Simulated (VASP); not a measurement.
# Zr: single point with PBE

Zr:

```xyz
1
Lattice="-1.7731 1.7731 1.7731 1.7731 -1.7731 1.7731 1.7731 1.7731 -1.7731" Properties=species:S:1:pos:R:3 pbc="T T T"
Zr    0.0000    0.0000    0.0000
```

```yaml
Program: VASP 6.6.1
Task: single point
Functional: PBE
Potentials_or_basis: VASP PAW PBE potentials, release 64 (Zr_sv)
Cutoff: 520 eV
k_mesh: 10 × 10 × 10
Occupations: fermi-dirac, width 0.05 eV
Spin: no spin polarisation
Dipole_correction: no
Further_INCAR_settings: ALGO = Normal; EDIFF = 1e-06; NBANDS = 12
```

The pressure is 1.7 GPa. The band gap on the k mesh is zero (band 6 reaches 10.35 eV, above the bottom of band 7 at 8.59 eV).

Levels at points of the mesh, in eV from the Fermi level:
```tsv
k point	band 4	band 5	band 6	band 7	band 8	band 9
(0.00, 0.00, 0.00)	-25.88	-5.47	1.11	1.11	1.11	3.70
(0.50, 0.00, 0.00)	-25.89	-2.94	-0.77	1.74	3.71	4.42
(0.50, 0.50, 0.50)	-26.64	-2.75	-2.75	5.89	5.89	5.89
```

It took 13 s on 1 thread of AMD EPYC 7R43 64-Core Processor (Zen 3), with other jobs on the host, peak memory 0.11 GiB.
